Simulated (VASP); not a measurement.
Co2Ru:

```
CELL_PARAMETERS angstrom
2.53647 0.00000 0.00000
-1.26824 2.19665 0.00000
0.00000 0.00000 12.31060
ATOMIC_POSITIONS crystal
Co 0.33333 0.66667 0.83333
Co 0.33333 0.66667 0.16667
Co 0.33333 0.66667 0.50000
Co 0.66667 0.33333 0.00000
Ru 0.66667 0.33333 0.33333
Ru 0.66667 0.33333 0.66667
```

| Item | Value |
| --- | --- |
| Program | VASP 6.6.1 |
| Task | relaxation of cell and atoms |
| Functional | PBE |
| Potentials or basis | VASP PAW PBE potentials, release 64 (Co, Ru_pv) |
| Cutoff | 600 eV |
| k mesh | 6 × 6 × 2 |
| Occupations | gaussian, width 0.1 eV |
| Spin | collinear spin, antiferromagnetic start |
| Starting moments | [-3.0, -3.0, 3.0, 3.0, 0.0, 0.0] μB |

At the start: pressure 13.8 GPa; volume 11.43 Å³/atom.

How do energy, volume and symmetry change on relaxing?

Over 11 steps the energy falls by 44.9 meV/atom and the volume is 11.97 Å³/atom (+4.7 %); space group P-6m2 (No. 187, to 0.1 Å) before and after; moment 3.21 μB per cell.

Step by step:
```
step  energy change (eV)  largest force (eV/Å)  pressure (GPa)  volume (Å³)
   1              0.0000                0.8078           13.82        68.59
   2              0.1667                0.2045          -17.11        78.78
   3             -0.2117                0.4249           -1.94        72.67
   4             -0.2559                0.2781            0.28        71.91
   5             -0.2562                0.2703            0.10        71.87
   6             -0.2564                0.2536            0.29        71.81
   7             -0.2648                0.1354           -0.08        71.86
   8             -0.2682                0.1059           -0.46        71.92
   9             -0.2686                0.0123            0.83        71.54
  10             -0.2690                0.0482            0.35        71.70
  11             -0.2692                0.0303           -0.10        71.83
```

Final structure:
```cif
data_structure
_symmetry_space_group_name_H-M 'P 1'
_symmetry_Int_Tables_number 1
_cell_length_a 2.6094
_cell_length_b 2.6094
_cell_length_c 12.1815
_cell_angle_alpha 90.000
_cell_angle_beta 90.000
_cell_angle_gamma 120.000
_cell_volume 71.83
loop_
_atom_site_label
_atom_site_type_symbol
_atom_site_fract_x
_atom_site_fract_y
_atom_site_fract_z
_atom_site_occupancy
Co1 Co 0.33333 0.66667 0.83913 1
Co2 Co 0.33333 0.66667 0.16087 1
Co3 Co 0.33333 0.66667 0.50000 1
Co4 Co 0.66667 0.33333 0.00000 1
Ru1 Ru 0.66667 0.33333 0.33113 1
Ru2 Ru 0.66667 0.33333 0.66887 1
```

Caveat: the k points lie up to 0.46 Å⁻¹ apart in the final cell; the highest band is partly filled, so the run has too few bands.
